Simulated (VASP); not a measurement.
Write the native input for VASP 6.6.1 that does the following.

```yaml
Task: single point
Functional: LDA
Potentials_or_basis: VASP PAW LDA potentials, release 64 (Ti_sv, Si)
Cutoff: 520 eV
k_mesh: 18 × 18 × 18
Occupations: gaussian, width 0.15 eV
Spin: no spin polarisation
Dipole_correction: no
Further_INCAR_settings: ALGO = Normal; EDIFF = 1e-07; NBANDS = 17
```

The structure of TiSi2 lies in POSCAR:

```
TiSi2
1.0
   -1.4142358918      1.6390264877      4.0241028366
    1.4142358918     -1.6390264877      4.0241028366
    1.4142358918      1.6390264877     -4.0241028366
Ti Si
1 2
Direct
    0.0000000000      0.0000000000      0.0000000000
    0.3128021428      0.3128021428      0.0000000000
    0.6871978572      0.6871978572      0.0000000000
```

This cell differs from its parent crystal: atoms shifted along a free coordinate.

The input as run:

INCAR

```
ALGO = Normal ; EDIFF = 1E-7
ENCUT = 520 ; GGA = CA
ISIF = 2 ; ISMEAR = 0
LASPH = T ; LCHARG = F
LREAL = F ; LWAVE = F
NBANDS = 17 ; NELM = 100
PREC = Accurate ; SIGMA = 0.15
```

KPOINTS

```
k-points
0
Gamma
  18 18 18
```

Potentials or basis: VASP PAW LDA potentials, release 64 (Ti_sv, Si).

Command:

```sh
$ cat potpaw_LDA.64/Ti_sv/POTCAR potpaw_LDA.64/Si/POTCAR > POTCAR
$ mpirun -np 1 vasp_std > vasp.out
```

It gave:

```json
{
  "Pressure": "18.1 GPa",
  "Largest force": "1.899 eV/Å",
  "Band gap on the k mesh": "zero (bands 10 and 11 overlap by 2.35 eV)"
}
```

Caveat: the cell differs from its parent crystal (atoms shifted along a free coordinate); the cell stands under pressure; forces of over 1 eV/Å act on the atoms, so gaps and moduli don't describe the material at rest.

Wall time 13 min on 1 thread of Intel(R) Xeon(R) Platinum 8488C (Sapphire Rapids), with other jobs on the host, peak memory 0.6 GiB.
